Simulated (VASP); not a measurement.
Write the native input for VASP 6.6.1 that does the following.

| Property | Result |
| --- | --- |
| Task | single point |
| Functional | r2SCAN |
| Potentials or basis | VASP PAW PBE potentials, release 64 (Mo_sv) |
| Cutoff | 520 eV |
| k mesh | 12 × 12 × 14 |
| Occupations | gaussian, width 0.15 eV |
| Spin | no spin polarisation |
| Dipole correction | no |
| Further INCAR settings | ALGO = Normal; EDIFF = 1e-06; NBANDS = 13 |

Mo:

```
CELL_PARAMETERS angstrom
2.74882 0.00000 0.00000
-1.37441 2.38055 0.00000
0.00000 0.00000 2.53390
ATOMIC_POSITIONS crystal
Mo 0.00000 0.00000 0.50000
```

This isn't the form of Mo at room conditions, which is bcc.

The input as run:

POSCAR

```
Mo
1.0
    2.7488179333      0.0000000000      0.0000000000
   -1.3744089666      2.3805461606      0.0000000000
    0.0000000000      0.0000000000      2.5339005437
Mo
1
Direct
    0.0000000000      0.0000000000      0.5000000000
```

INCAR.step1

```
PREC = Accurate
ENCUT = 520
ISMEAR = 0
SIGMA = 0.15
LREAL = F
LASPH = T
NELM = 60
NBANDS = 13
GGA = PE
ALGO = Normal
EDIFF = 1E-4
LWAVE = T
LCHARG = F
```

INCAR.step2

```
PREC = Accurate
ENCUT = 520
EDIFF = 1E-6
ISMEAR = 0
SIGMA = 0.15
LREAL = F
LASPH = T
NELM = 60
ALGO = Normal
ISIF = 2
LWAVE = F
LCHARG = F
METAGGA = R2SCAN
LMIXTAU = T
NBANDS = 13
ISTART = 1
```

KPOINTS

```
Automatic mesh
0
Gamma
  12 12 14
```

Potentials or basis: VASP PAW PBE potentials, release 64 (Mo_sv).

Run with:

```bash
$ cat potpaw_PBE.64/Mo_sv/POTCAR > POTCAR
$ cp INCAR.step1 INCAR
$ mpirun -np 1 vasp_std > vasp.out
$ cp INCAR.step2 INCAR
$ mpirun -np 1 vasp_std > vasp.out
```

Results of the run:

```
Pressure               : 0.7 GPa
Band gap on the k mesh : zero (bands 7 and 8 overlap by 1.86 eV)
```

Caveat: the PAW data sets were made with another functional, which shifts forces and pressure a little.

Run time: 2.3 min on 1 thread of Intel Xeon 8259CL (shared host), peak memory 0.15 GiB.
